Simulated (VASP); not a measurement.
# SnO2 in VASP: a series of runs

Runs on SnO2. Level: PBEsol. Tasks: single point.

All numbers are computed with VASP 6.6.1; they aren't measurements. Logs are shortened: lines on timing, memory, paths and dates and some standing lists are left out, and cuts for length are marked.

### 1 The cell of the first run

The cell holds a slab with vacuum, 9 atoms: a = 5.151 Å, b = 5.151 Å, c = 12.944 Å, α = 90.00°, β = 90.00°, γ = 36.59°.

### 2 Single point, PBEsol

File INCAR:

```
SYSTEM = SnO2
PREC = Accurate
ENCUT = 520
EDIFF = 1E-6
ISMEAR = -1
SIGMA = 0.1
LREAL = .False.
LASPH = .True.
NELM = 100
ALGO = Normal
ISIF = 2
LWAVE = .False.
LCHARG = .True.
LDIPOL = .True.
IDIPOL = 3
DIPOL = 0.5 0.5 0.500
GGA = PS
LELF = .True.
LVHAR = .True.
LVACPOTAV = .True.
NBANDS = 49
```

File KPOINTS:

```
regular mesh
0
Gamma
  6 6 1
  0 0 0
```

File POSCAR:

```
SnO2
1.0
    5.1509554894      0.0000000000      0.0000000000
    4.1356137702      3.0706743927      0.0000000000
    0.0000000000      0.0000000000     12.9439858843
Sn O
3 6
Direct
    0.7226663952      0.7226663913      0.2875944245
    0.1679991857      0.1679991740      0.5000000000
    0.6133319762      0.6133319567      0.7124055755
    0.3427895779      0.3427895761      0.2317678671
    0.1025432126      0.1025432066      0.3434209819
    0.7881223684      0.7881223588      0.4441734426
    0.5478760031      0.5478759893      0.5558265574
    0.2334551589      0.2334551414      0.6565790181
    0.9932087936      0.9932087720      0.7682321329
```

Potentials or basis: VASP PAW PBE potentials, release 64 (Sn_d, O).

Run with:

```sh
$ cat potpaw_PBE.64/Sn_d/POTCAR potpaw_PBE.64/O/POTCAR > POTCAR
$ mpirun -np 1 vasp_std > vasp.out
```

OUTCAR:

```text
SYSTEM = SnO2
   PREC = Accurate
   ENCUT = 520
   EDIFF = 1E-6
   ISMEAR = -1
   LREAL = .False.
   LASPH = .True.
   NELM = 100
   ISIF = 2
   GGA = PS

 ion  position               nearest neighbor table
   1  0.723  0.723  0.288-   5 2.13   4 2.13   5 2.13   6 2.13   4 2.13   2 3.23   2 3.23
   2  0.168  0.168  0.500-   7 2.13   6 2.13   7 2.13   5 2.13   8 2.13   6 2.13   3 3.23   1 3.23
                             3 3.23   1 3.23
   3  0.613  0.613  0.712-   9 2.13   8 2.13   9 2.13   8 2.13   7 2.13   2 3.23   2 3.23
   4  0.343  0.343  0.232-   1 2.13   1 2.13
   5  0.103  0.103  0.343-   1 2.13   1 2.13   2 2.13
   6  0.788  0.788  0.444-   2 2.13   1 2.13   2 2.13
   7  0.548  0.548  0.556-   2 2.13   2 2.13   3 2.13
   8  0.233  0.233  0.657-   3 2.13   3 2.13   2 2.13
   9  0.993  0.993  0.768-   3 2.13   3 2.13

  LATTYP: Found a base centered orthorhombic cell.
 ALAT       =     3.2341861469
 B/A-ratio  =     3.0242767792
 C/A-ratio  =     4.0022389858

  Lattice vectors:

 A1 = (  -4.1356137702,  -3.0706743927,   0.0000000000)
 A2 = (   5.1509554894,   0.0000000000,   0.0000000000)
 A3 = (   0.0000000000,   0.0000000000,  12.9439858843)

Analysis of symmetry for initial positions (statically):
=====================================================================
 Subroutine PRICEL returns:
 Original cell was already a primitive cell.

 Routine SETGRP: Setting up the symmetry group for a
 base centered orthorhombic supercell.

 Subroutine GETGRP returns: Found  4 space group operations
 (whereof  2 operations were pure point group operations)
 out of a pool of  8 trial point group operations.

The static configuration has the point symmetry C_1h.
 The point group associated with its full space group is C_2h.

Analysis of symmetry for dynamics (positions and initial velocities):
=====================================================================
 Subroutine PRICEL returns:
 Original cell was already a primitive cell.

 Routine SETGRP: Setting up the symmetry group for a
 base centered orthorhombic supercell.

 Subroutine GETGRP returns: Found  4 space group operations
 (whereof  2 operations were pure point group operations)
 out of a pool of  8 trial point group operations.

The dynamic configuration has the point symmetry C_1h.
 The point group associated with its full space group is C_2h.

 Subroutine INISYM returns: Found  4 space group operations
 (whereof  2 operations are pure point group operations),
 and found     1 'primitive' translations

----------------------------------------------------------------------------------------

                                     Primitive cell

  volume of cell :     204.7338

  direct lattice vectors                    reciprocal lattice vectors
     5.150955489  0.000000000  0.000000000     0.194138738 -0.261467918  0.000000000
     4.135613770  3.070674393  0.000000000     0.000000000  0.325661360  0.000000000
     0.000000000  0.000000000 12.943985884     0.000000000  0.000000000  0.077255956

  length of vectors
     5.150955489  5.150955492 12.943985884     0.325661361  0.325661360  0.077255956

  position of ions in fractional coordinates (direct lattice)
     0.722666395  0.722666391  0.287594424
     0.167999186  0.167999174  0.500000000
     0.613331976  0.613331957  0.712405575
     0.342789578  0.342789576  0.231767867
     0.102543213  0.102543207  0.343420982
     0.788122368  0.788122359  0.444173443
     0.547876003  0.547875989  0.555826557
     0.233455159  0.233455141  0.656579018
     0.993208794  0.993208772  0.768232133

  ion indices of the primitive-cell ions
   primitive index   ion index
                 1           1
                 2           2
                 3           3
                 4           4
                 5           5
                 6           6
                 7           7
                 8           8
                 9           9

----------------------------------------------------------------------------------------

 KPOINTS: regular mesh

Automatic generation of k-mesh.
 Grid dimensions read from file:
 generate k-points for:    6    6    1

 Generating k-lattice:

  Cartesian coordinates                     Fractional coordinates (reciprocal lattice)
     0.032356456 -0.043577986  0.000000000     0.166666667  0.000000000  0.000000000
     0.000000000  0.054276893  0.000000000     0.000000000  0.166666667  0.000000000
     0.000000000  0.000000000  0.077255956     0.000000000  0.000000000  1.000000000

  Length of vectors
     0.054276893  0.054276893  0.077255956

  Shift w.r.t. Gamma in fractional coordinates (k-lattice)
     0.000000000  0.000000000  0.000000000

 Subroutine IBZKPT returns following result:
 ===========================================

 Found     13 irreducible k-points:

 Following reciprocal coordinates:
            Coordinates               Weight
  0.000000  0.000000  0.000000      1.000000
[... 36 lines left out ...]
   ISIF   =      2    stress and relaxation
   ISYM   =      2    0-nonsym 1-usesym 2-fastsym
   POTIM  = 0.5000    time-step for ionic-motion
   TEBEG  =    0.0;   TEEND  =   0.0 temperature during run
   PSTRESS=    0.0 pullay stress
   NELECT =      78.0000    total number of electrons
   NUPDOWN=      -1.0000    fix difference up-down
   EMIN   =  10.00;   EMAX   =-10.00  energy-range for DOS
   EFERMI =   0.00;   METHOD = LEGACY
   ISMEAR =    -1;   SIGMA  =   0.10  broadening in eV -4-tet -1-fermi 0-gaus
   EFERMI_NEDOS =   21; number of points for ismear=-14 and -15
   IALGO  =     38    algorithm
   IMIX   =      4    mixing-type and parameters
     AMIX     =   0.40;   BMIX     =  1.00
     AMIX_MAG =   1.60;   BMIX_MAG =  1.00
  volume/ion in A,a.u.               =      22.75       153.51
  Fermi-wavevector in a.u.,A,eV,Ry     =   1.186797  2.242721 19.163636  1.408488
  Thomas-Fermi vector in A             =   2.322962
   LORBIT       =      0    0 simple, 1 ext, 2 COOP (PROOUT), +10 PAW based schemes
   GGA     = PS    functional components
   LHFCALC =     F    Hartree Fock is set to
   AEXX    =    0.0000 exact exchange contribution
   IVDW    =     0    specifies the selected vdW correction
   LEPSILON=     F    determine dielectric tensor
   LRPA    =     F    only Hartree local field effects (RPA)
 non-spin polarized calculation
  energy-cutoff  :      520.00
  volume of cell :      204.73
 maximum number of plane-waves:      5540
 NGX is ok and might be reduce to    40
   NGX = 19   NGY = 19   NGZ = 49

 dipolmoment           0.000000      0.000000      0.000000 electrons x Angstroem

 number of electron      78.0000011 magnetization

 dipolmoment           0.000000      0.000000     -0.000001 electrons x Angstroem

 Free energy of the ion-electron system (eV)
  ---------------------------------------------------
  ext. energy  EPLUGINS =         0.00000000
  ---------------------------------------------------
  free energy    TOTEN  =       -55.18721515 eV

  energy without entropy =      -55.18623081  energy(sigma->0) =      -55.18672298

 E-fermi :   0.5000     XC(G=0):  -7.3790

 val. band max:       -0.2963727293   @ k =   0.5000  -0.0000   0.0000
 cond. band min:       0.9579132538   @ k =   0.0000   0.0000   0.0000
 fundamental gap:      1.2542859832
 Fermi energy:         0.4999561758

 k-point     1 :       0.0000    0.0000    0.0000
  band No.  band energies     occupation
      1     -21.0484      2.00000
      2     -20.7820      2.00000
      3     -20.5333      2.00000
      4     -20.4424      2.00000
      5     -20.3569      2.00000
      6     -20.3071      2.00000
[... 41 lines left out ...]
     48       7.5343      0.00000
     49       8.6834      0.00000

 k-point     2 :       0.1667    0.0000    0.0000
  band No.  band energies     occupation
      1     -20.9671      2.00000
      2     -20.7467      2.00000
      3     -20.5241      2.00000
      4     -20.4623      2.00000
      5     -20.4435      2.00000
      6     -20.3994      2.00000
[... 564 lines left out ...]
 k-point    13 :       0.5000    0.5000    0.0000
  band No.  band energies     occupation
      1     -21.0477      2.00000
      2     -20.7824      2.00000
      3     -20.5342      2.00000
      4     -20.4427      2.00000
      5     -20.3569      2.00000
      6     -20.3069      2.00000
[... 41 lines left out ...]
     48       8.2512      0.00000
     49       8.5252      0.00000

------------------------ aborting loop because EDIFF is reached ----------------------------------------

  FORCE on cell =-STRESS in cart. coord.  units (eV):
  Direction    XX          YY          ZZ          XY          YZ          ZX
  --------------------------------------------------------------------------------------
  -------------------------------------------------------------------------------------
  Total       -7.7148984    -11.9537838     -2.3767439      1.5736765      0.6614766      2.0004851
  in kB      -60.3741734    -93.5462503    -18.5995900     12.3150579      5.1764912     15.6551168
  external PRESSURE =     -57.5066712 kB  Pullay stress =       0.0000000 kB

 VOLUME and BASIS-vectors are now :
 -----------------------------------------------------------------------------
  energy-cutoff  :      520.00
  volume of cell :      204.73
      direct lattice vectors                 reciprocal lattice vectors
     5.150955489  0.000000000  0.000000000     0.194138738 -0.261467918  0.000000000
     4.135613770  3.070674393  0.000000000     0.000000000  0.325661360  0.000000000
     0.000000000  0.000000000 12.943985884     0.000000000  0.000000000  0.077255956

 POSITION                                       TOTAL-FORCE (eV/Angst)
 -----------------------------------------------------------------------------------
      6.71109      2.21907      3.72262         2.261600      0.747815      0.056694
      1.56014      0.51587      6.47199        -0.000000      0.000000      0.000000
      5.69575      1.88334      9.22137        -2.261600     -0.747815     -0.056694
      3.18334      1.05260      3.00000        -1.877740     -0.620889      0.426541
      0.95227      0.31488      4.44524        -0.162232     -0.053643     -0.281082
      7.31895      2.42007      5.74937        -0.535259     -0.176987      0.057749
      5.08789      1.68235      7.19461         0.535259      0.176987     -0.057749
      2.16800      0.71686      8.49875         0.162232      0.053643      0.281082
      9.22350      3.04982      9.94399         1.877740      0.620889     -0.426541
 -----------------------------------------------------------------------------------
    total drift:                               -0.000084      0.000116     -0.000099

  FREE ENERGIE OF THE ION-ELECTRON SYSTEM (eV)
  ---------------------------------------------------
  free  energy   TOTEN  =       -55.1872151544 eV

  energy  without entropy=      -55.1862308065  energy(sigma->0) =      -55.18672298
```

Wall time 2.5 min (1 thread of AMD EPYC 9R45 (Zen 5), shared host); peak memory 0.39 GiB.

Results:

* Free energy: -55.1872 eV
* Largest force: 2.383 eV/Å
* Band gap on the k mesh: 1.25 eV (least direct gap 1.51 eV)

Forces on the atoms (eV/Å):
```
Sn   2.262  0.748  0.057
Sn   0.000  0.000  0.000
Sn  -2.262 -0.748 -0.057
O   -1.878 -0.621  0.427
O   -0.162 -0.054 -0.281
O   -0.535 -0.177  0.058
O    0.535  0.177 -0.058
O    0.162  0.054  0.281
O    1.878  0.621 -0.427
```

Caveat: the PAW data sets were made with another functional, which shifts forces and pressure a little; spin-orbit coupling is left out, which moves the levels of the heavy elements.

### 3 Single point, PBEsol

This run uses another cell than the first one.

File INCAR:

```
SYSTEM = SnO2
ALGO = Normal
DIPOL = 0.5 0.5 0.500
EDIFF = 1E-7
ENCUT = 520
GGA = PS
IDIPOL = 3
ISIF = 2
ISMEAR = -1
LASPH = .TRUE.
LCHARG = .FALSE.
LDIPOL = .TRUE.
LREAL = .FALSE.
LWAVE = .FALSE.
NBANDS = 49
NELM = 100
PREC = Accurate
SIGMA = 0.1
```

File KPOINTS:

```
k-points
0
G
  6 6 1
  0 0 0
```

File POSCAR:

```
SnO2
1.0
    5.1509554894      0.0000000000      0.0000000000
    4.1356137702      3.0706743927      0.0000000000
    0.0000000000      0.0000000000     14.9439858843
Sn O
3 6
Direct
    0.7226663952      0.7226663913      0.3160213217
    0.1679991857      0.1679991740      0.5000000000
    0.6133319762      0.6133319567      0.6839786783
    0.3427895779      0.3427895761      0.2676662057
    0.1025432126      0.1025432066      0.3643764377
    0.7881223684      0.7881223588      0.4516448840
    0.5478760031      0.5478759893      0.5483551160
    0.2334551589      0.2334551414      0.6356235623
    0.9932087936      0.9932087720      0.7323337943
```

Potentials or basis: VASP PAW PBE potentials, release 64 (Sn_d, O).

Run with:

```sh
$ cat potpaw_PBE.64/Sn_d/POTCAR potpaw_PBE.64/O/POTCAR > POTCAR
$ mpirun -np 1 vasp_std > vasp.out
```

It took 3.4 min on 1 thread of AMD EPYC 9R45 (Zen 5), shared host; peak memory 0.44 GiB.

The run converged. Its results:

| Property | Result |
| --- | --- |
| Free energy | -55.1881 eV |
| Largest force | 2.383 eV/Å |
| Band gap on the k mesh | 1.26 eV (least direct gap 1.52 eV) |

Forces in eV/Å, atoms in the order of the input:
```
Sn   2.262  0.748  0.056
Sn   0.000  0.000  0.000
Sn  -2.262 -0.748 -0.056
O   -1.876 -0.620  0.427
O   -0.162 -0.054 -0.282
O   -0.535 -0.177  0.058
O    0.535  0.177 -0.058
O    0.162  0.054  0.282
O    1.876  0.620 -0.427
```

Levels at points of the mesh, in eV from the valence-band top:
```tsv
k point	band 36	band 37	band 38	band 39	band 40	band 41	band 42	band 43
(0.00, 0.00, 0.00)	-0.58	-0.57	-0.37	-0.25	1.26	1.89	3.94	5.67
(0.50, 0.00, 0.00)	-0.20	-0.20	-0.03	0.00	3.30	3.31	5.01	6.51
(0.50, 0.50, 0.00)	-0.50	-0.49	-0.19	-0.18	2.30	2.57	4.12	5.38
```

Caveat: the PAW data sets were made with another functional, which shifts forces and pressure a little; spin-orbit coupling is left out, which moves the levels of the heavy elements.

### 4 Single point, PBEsol

This run uses another cell than the first one.

File INCAR:

```
ALGO = Normal
DIPOL = 0.5 0.5 0.500
EDIFF = 1E-6
ENCUT = 520
GGA = PS
IDIPOL = 3
ISIF = 2
ISMEAR = -1
LASPH = T
LCHARG = F
LDIPOL = T
LREAL = F
LWAVE = F
NBANDS = 49
NELM = 100
PREC = Accurate
SIGMA = 0.1
```

File KPOINTS:

```
k-points
0
Gamma
  6 6 1
```

File POSCAR:

```
SnO2
1.0
    5.1509554894      0.0000000000      0.0000000000
    4.1356137702      3.0706743927      0.0000000000
    0.0000000000      0.0000000000     16.9439858843
Sn O
3 6
Direct
    0.7226663952      0.7226663913      0.3377374255
    0.1679991857      0.1679991740      0.5000000000
    0.6133319762      0.6133319567      0.6622625745
    0.3427895779      0.3427895761      0.2950899531
    0.1025432126      0.1025432066      0.3803848980
    0.7881223684      0.7881223588      0.4573525276
    0.5478760031      0.5478759893      0.5426474724
    0.2334551589      0.2334551414      0.6196151020
    0.9932087936      0.9932087720      0.7049100469
```

Run with:

```sh
$ cat potpaw_PBE.64/Sn_d/POTCAR potpaw_PBE.64/O/POTCAR > POTCAR
$ mpirun -np 1 vasp_std > vasp.out
```

Run time: 4.1 min. Hardware: 1 thread of AMD EPYC 9R45 (Zen 5), shared host; peak memory 0.5 GiB.

It converged, with:

```yaml
Free_energy: -55.1881 eV
Largest_force: 2.383 eV/Å
Band_gap_on_the_k_mesh: 1.26 eV (least direct gap 1.52 eV)
```

Forces in eV/Å, atoms in the order of the input:
```
Sn   2.262  0.748  0.055
Sn   0.000  0.000  0.000
Sn  -2.262 -0.748 -0.055
O   -1.876 -0.620  0.428
O   -0.162 -0.054 -0.282
O   -0.535 -0.177  0.058
O    0.535  0.177 -0.058
O    0.162  0.054  0.282
O    1.876  0.620 -0.428
```

Levels at points of the mesh, in eV from the valence-band top:
```
           k point  band 37  band 38  band 39  band 40  band 41  band 42
(0.00, 0.00, 0.00)    -0.57    -0.37    -0.26     1.27     1.89     3.95
(0.50, 0.00, 0.00)    -0.20    -0.03     0.00     3.30     3.31     5.01
(0.50, 0.50, 0.00)    -0.49    -0.19    -0.18     2.30     2.57     4.12
```

Caveat: the PAW data sets were made with another functional, which shifts forces and pressure a little; spin-orbit coupling is left out, which moves the levels of the heavy elements.

### 5 Single point, PBEsol

This run uses another cell than the first one.

File INCAR:

```
PREC     = Accurate       # precision mode
ENCUT    = 520            # plane-wave cutoff, eV
EDIFF    = 1E-6           # SCF threshold, eV
ISMEAR   = -1             # smearing method
SIGMA    = 0.1            # smearing width, eV
LREAL    = False          # projectors in reciprocal space
LASPH    = True           # aspherical terms in the spheres
NELM     = 80             # most SCF steps
ALGO     = Normal         # electronic algorithm
ISIF     = 2              # what is computed and relaxed
LWAVE    = False          # write WAVECAR
LCHARG   = False          # write CHGCAR
LDIPOL   = True         
IDIPOL   = 3            
DIPOL    = 0.5 0.5 0.500
GGA      = PS             # functional
NBANDS   = 49             # bands
```

File KPOINTS:

```
regular mesh
0
Gamma
  6 6 1
```

File POSCAR:

```
SnO2
1.0
    5.1509554894      0.0000000000      0.0000000000
    4.1356137702      3.0706743927      0.0000000000
    0.0000000000      0.0000000000     19.9439858843
Sn O
3 6
Direct
    0.7226663952      0.7226663913      0.3621451706
    0.1679991857      0.1679991740      0.5000000000
    0.6133319762      0.6133319567      0.6378548294
    0.3427895779      0.3427895761      0.3259127858
    0.1025432126      0.1025432066      0.3983775554
    0.7881223684      0.7881223588      0.4637676152
    0.5478760031      0.5478759893      0.5362323848
    0.2334551589      0.2334551414      0.6016224446
    0.9932087936      0.9932087720      0.6740872142
```

Run with:

```sh
$ cat potpaw_PBE.64/Sn_d/POTCAR potpaw_PBE.64/O/POTCAR > POTCAR
$ mpirun -np 1 vasp_std > vasp.out
```

It took 5.2 min on 1 thread of AMD EPYC 9R45 (Zen 5), shared host; peak memory 0.57 GiB.

Results (log left out):

```
Free energy            : -55.1876 eV
Largest force          : 2.383 eV/Å
Band gap on the k mesh : 1.26 eV (least direct gap 1.52 eV)
```

Forces in eV/Å, atoms in the order of the input:
```
Sn   2.262  0.748  0.056
Sn   0.000  0.000  0.000
Sn  -2.262 -0.748 -0.056
O   -1.876 -0.620  0.427
O   -0.162 -0.054 -0.281
O   -0.535 -0.177  0.058
O    0.535  0.177 -0.058
O    0.162  0.054  0.281
O    1.876  0.620 -0.427
```

Levels at points of the mesh, in eV from the valence-band top:
```csv
k point,band 35,band 36,band 37,band 38,band 39,band 40,band 41,band 42,band 43,band 44
"(0.00, 0.00, 0.00)",-0.61,-0.58,-0.57,-0.37,-0.26,1.26,1.89,3.95,5.67,6.34
"(0.50, 0.00, 0.00)",-0.53,-0.20,-0.20,-0.03,0.00,3.30,3.31,5.01,6.51,6.98
"(0.50, 0.50, 0.00)",-0.68,-0.50,-0.49,-0.19,-0.18,2.30,2.57,4.12,5.39,6.03
```

Caveat: the PAW data sets were made with another functional, which shifts forces and pressure a little; spin-orbit coupling is left out, which moves the levels of the heavy elements.

### 6 The runs side by side

| cell | gap on the mesh (eV) | largest force (eV/Å) |
| --- | --- | --- |
| a = 5.151, b = 5.151, c = 12.944 Å, angles 90.0, 90.0, 36.6°, 9 atoms | 1.25 | 2.38 |
| a = 5.151, b = 5.151, c = 14.944 Å, angles 90.0, 90.0, 36.6°, 9 atoms | 1.26 | 2.38 |
| a = 5.151, b = 5.151, c = 16.944 Å, angles 90.0, 90.0, 36.6°, 9 atoms | 1.26 | 2.38 |
| a = 5.151, b = 5.151, c = 19.944 Å, angles 90.0, 90.0, 36.6°, 9 atoms | 1.26 | 2.38 |

Alike in all rows: task single point; level PBEsol; potentials or basis VASP PAW PBE potentials, release 64 (Sn_d, O); no spin polarisation; k mesh 6 × 6 × 1; cutoff (eV) 520; smearing fermi-dirac 0.1 eV.

Caveats: the PAW data sets were made with another functional, which shifts forces and pressure a little; spin-orbit coupling is left out, which moves the levels of the heavy elements.

Absolute energies hang on the potentials; compare differences alone.
